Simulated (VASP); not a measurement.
# Sb (P6_422) in VASP: a series of runs, part 2 of 2

VASP 6.6.1.

## (4) Relaxation of cell and atoms, PBE

This run uses another cell than the first one, of the same volume but with other edges.

File INCAR:

```
SYSTEM = Sb
ALGO = Normal ; EDIFF = 1E-6
EDIFFG = -0.01 ; ENCUT = 600
GGA = PE ; IBRION = 2
ISIF = 3 ; ISMEAR = 0
LASPH = .TRUE. ; LCHARG = .FALSE.
LREAL = .FALSE. ; LWAVE = .FALSE.
NELM = 80 ; NSW = 100
PREC = Accurate ; SIGMA = 0.1
```

File KPOINTS:

```
k-points
0
G
  6 6 10
  0 0 0
```

File POSCAR:

```
Sb
1.0
    8.4791581823      0.0000000000      0.0000000000
   -4.2395790911      7.3431663886      0.0000000000
    0.0000000000      0.0000000000      3.4996047167
Sb
6
Direct
    0.3255273885      0.0000000000      0.5000000000
    0.0000000000      0.3255273885      0.8333333333
    0.6744726115      0.6744726115      0.1666666667
    0.6744726115      0.0000000000      0.5000000000
    0.0000000000      0.6744726115      0.8333333333
    0.3255273885      0.3255273885      0.1666666667
```

Potentials or basis: VASP PAW PBE potentials, release 64 (Sb).

On the command line:

```
$ cat potpaw_PBE.64/Sb/POTCAR > POTCAR
$ mpirun -np 1 vasp_std > vasp.out
```

OUTCAR:

```text
SYSTEM = Sb
   EDIFF = 1E-6
   EDIFFG = -0.01
   ENCUT = 600
   GGA = PE
   IBRION = 2
   ISIF = 3
   ISMEAR = 0
   LASPH = .TRUE.
   LREAL = .FALSE.
   NELM = 80
   NSW = 100
   PREC = Accurate

 ion  position               nearest neighbor table
   1  0.326  0.000  0.500-   4 2.96   6 3.00   5 3.00   6 3.61   5 3.61
   2  0.000  0.326  0.833-   5 2.96   4 3.00   6 3.00   6 3.61   4 3.61
   3  0.674  0.674  0.167-   6 2.96   4 3.00   5 3.00   5 3.61   4 3.61
   4  0.674  0.000  0.500-   1 2.96   3 3.00   2 3.00   3 3.61   2 3.61
   5  0.000  0.674  0.833-   2 2.96   1 3.00   3 3.00   3 3.61   1 3.61
   6  0.326  0.326  0.167-   3 2.96   1 3.00   2 3.00   2 3.61   1 3.61

  LATTYP: Found a hexagonal cell.
 ALAT       =     8.4791581823
 C/A-ratio  =     0.4127302076

  Lattice vectors:

 A1 = (   8.4791581823,   0.0000000000,   0.0000000000)
 A2 = (  -4.2395790911,   7.3431663886,   0.0000000000)
 A3 = (   0.0000000000,   0.0000000000,   3.4996047167)

Analysis of symmetry for initial positions (statically):
=====================================================================
 Subroutine PRICEL returns:
 Original cell was already a primitive cell.

 Routine SETGRP: Setting up the symmetry group for a
 hexagonal supercell.

 Subroutine GETGRP returns: Found 12 space group operations
 (whereof  4 operations were pure point group operations)
 out of a pool of 24 trial point group operations.

The static configuration has the point symmetry D_2 .
 The point group associated with its full space group is D_6 .

Analysis of symmetry for dynamics (positions and initial velocities):
=====================================================================
 Subroutine PRICEL returns:
 Original cell was already a primitive cell.

 Routine SETGRP: Setting up the symmetry group for a
 hexagonal supercell.

 Subroutine GETGRP returns: Found 12 space group operations
 (whereof  4 operations were pure point group operations)
 out of a pool of 24 trial point group operations.

The dynamic configuration has the point symmetry D_2 .
 The point group associated with its full space group is D_6 .

[... 145 lines left out ...]

--------------------------------------- Ionic step        1  -------------------------------------------

 number of electron      30.0000000 magnetization

 Free energy of the ion-electron system (eV)
  ---------------------------------------------------
  ext. energy  EPLUGINS =         0.00000000
  ---------------------------------------------------
  free energy    TOTEN  =       -22.69337761 eV

  energy without entropy =      -22.67191955  energy(sigma->0) =      -22.68264858

------------------------ aborting loop because EDIFF is reached ----------------------------------------

  FORCE on cell =-STRESS in cart. coord.  units (eV):
  Direction    XX          YY          ZZ          XY          YZ          ZX
  --------------------------------------------------------------------------------------
  -------------------------------------------------------------------------------------
  Total        2.1977016      2.1977016     -3.9450574      0.0000000      0.0000000      0.0000000
  in kB       16.1593617     16.1593617    -29.0074004      0.0000000      0.0000000      0.0000000
  external PRESSURE =       1.1037743 kB  Pullay stress =       0.0000000 kB
[... 101 lines left out ...]
  FREE ENERGIE OF THE ION-ELECTRON SYSTEM (eV)
  ---------------------------------------------------
  free  energy   TOTEN  =       -22.5922809034 eV

  energy  without entropy=      -22.5554060536  energy(sigma->0) =      -22.57384348

 E-fermi :   5.3873     XC(G=0):  -8.6530

 val. band max:        5.3606748882   @ k =   0.1667   0.0000   0.2000
 cond. band min:       5.4436731011   @ k =   0.0000   0.0000   0.3000
 fundamental gap:      0.0829982130
 Fermi energy:         5.3872613622

 k-point     1 :       0.0000    0.0000    0.0000
  band No.  band energies     occupation
      1      -6.6010      2.00000
      2      -4.9583      2.00000
      3      -4.9583      2.00000
      4      -4.7796      2.00000
      5      -4.7796      2.00000
      6      -1.5541      2.00000
[... 517 lines left out ...]
     18       6.0537      0.00000
     19       6.3205      0.00000

 [... further k-points ...]

[... ionic steps 4 to 11 ...]

--------------------------------------- Ionic step       12  -------------------------------------------

 number of electron      30.0000000 magnetization

------------------------ aborting loop because EDIFF is reached ----------------------------------------
[... 75 lines left out ...]
--------------------------------------- Ionic step       14  -------------------------------------------

 number of electron      30.0000000 magnetization

 Free energy of the ion-electron system (eV)
  ---------------------------------------------------
  ext. energy  EPLUGINS =         0.00000000
  ---------------------------------------------------
  free energy    TOTEN  =       -23.03213533 eV

  energy without entropy =      -23.01791158  energy(sigma->0) =      -23.02502345

 E-fermi :   5.2452     XC(G=0):  -8.5955

 val. band max:        5.2353489065   @ k =   0.1667   0.0000   0.2000
 cond. band min:       5.2883828452   @ k =   0.0000   0.0000   0.3000
 fundamental gap:      0.0530339387
 Fermi energy:         5.2452412526

 k-point     1 :       0.0000    0.0000    0.0000
  band No.  band energies     occupation
      1      -6.6572      2.00000
      2      -5.0761      2.00000
      3      -5.0761      2.00000
      4      -4.8485      2.00000
      5      -4.8485      2.00000
      6      -1.7552      2.00000
[... 552 lines left out ...]
  FREE ENERGIE OF THE ION-ELECTRON SYSTEM (eV)
  ---------------------------------------------------
  free  energy   TOTEN  =       -23.0321353250 eV

  energy  without entropy=      -23.0179115770  energy(sigma->0) =      -23.02502345

 reached required accuracy - stopping structural energy minimisation
```

It took 13 min on 1 thread of Intel Xeon 6975P-C (Granite Rapids), shared host; peak memory 0.5 GiB.

Results:

```
Free energy                            : -23.0321 eV
Relaxed volume                         : 36.19 Å³/atom
Relaxed cell                           : a = 8.747 Å, b = 8.747 Å, c = 3.277 Å, α = 90.00°, β = 90.00°, γ = 120.00°
Space group after relaxing (to 0.05 Å) : P6_422 (No. 181)
Energy gained by relaxing              : 56.5 meV/atom
Ionic steps                            : 14
Pressure after relaxing                : 0.0 GPa
Largest force after relaxing           : 0.006 eV/Å
Band gap on the k mesh                 : zero (band 15 reaches 7.41 eV, above the bottom of band 16 at 4.03 eV)
```

Forces on the atoms (eV/Å):
```
Sb   0.006  0.000  0.000
Sb  -0.003  0.006  0.000
Sb  -0.003 -0.006  0.000
Sb  -0.006  0.000  0.000
Sb   0.003 -0.006  0.000
Sb   0.003  0.006  0.000
```

The path:
```tsv
step	energy change (eV)	largest force (eV/Å)	pressure (GPa)	volume (Å³)
1	0.0000	0.1550	0.11	217.90
2	-0.2121	0.2199	-0.38	218.51
3	0.1011	0.2310	0.35	218.10
4	-0.2804	0.2179	-0.48	218.76
5	-0.2896	0.2176	-0.53	218.74
6	-0.3074	0.1882	0.32	214.41
7	-0.3076	0.1829	0.42	213.89
8	-0.3241	0.1202	0.43	214.08
9	-0.3324	0.0100	0.50	214.33
10	-0.3377	0.0125	-0.24	218.49
11	-0.3383	0.0112	-0.06	217.44
12	-0.3387	0.0109	0.00	217.18
13	-0.3387	0.0110	-0.01	217.20
14	-0.3388	0.0065	0.01	217.13
```

Final structure:
```
Sb
1.0
     8.74671    0.00000    0.00000
    -4.37335    7.57487    0.00000
     0.00000    0.00000    3.27720
Sb
6
Cartesian
  2.9209 0.0000 1.6386
  -1.4605 2.5296 2.7310
  2.9129 5.0453 0.5462
  1.4524 7.5749 1.6386
  5.8338 5.0453 2.7310
  1.4605 2.5296 0.5462
```

Caveat: spin-orbit coupling is left out, which moves the levels of the heavy elements.

## (5) Summary

| task | cell | k mesh | cutoff (eV) | gap on the mesh (eV) | pressure (GPa) | relaxed volume (Å³/atom) | largest force (eV/Å) |
| --- | --- | --- | --- | --- | --- | --- | --- |
| single point | a = 8.754, b = 8.754, c = 3.278 Å, angles 90.0, 90.0, 120.0°, 6 atoms | 6 × 6 × 10 | 520 | none | 0.0 | - | 0.02 |
| relaxation of cell and atoms | relaxed from a = 8.538, b = 8.538, c = 3.425 Å, angles 90.0, 90.0, 120.0°, 6 atoms | 3 × 3 × 6 | 600 | none | 0.1 | 36.11 | 0.01 |
| relaxation of cell and atoms | relaxed from a = 8.479, b = 8.479, c = 3.500 Å, angles 90.0, 90.0, 120.0°, 6 atoms | 6 × 6 × 10 | 600 | none | 0.0 | 36.19 | 0.01 |

Alike in all rows: level PBE; potentials or basis VASP PAW PBE potentials, release 64 (Sb); no spin polarisation; smearing gaussian 0.1 eV.

Caveats: spin-orbit coupling is left out, which moves the levels of the heavy elements.

Absolute energies hang on the potentials; compare differences alone.
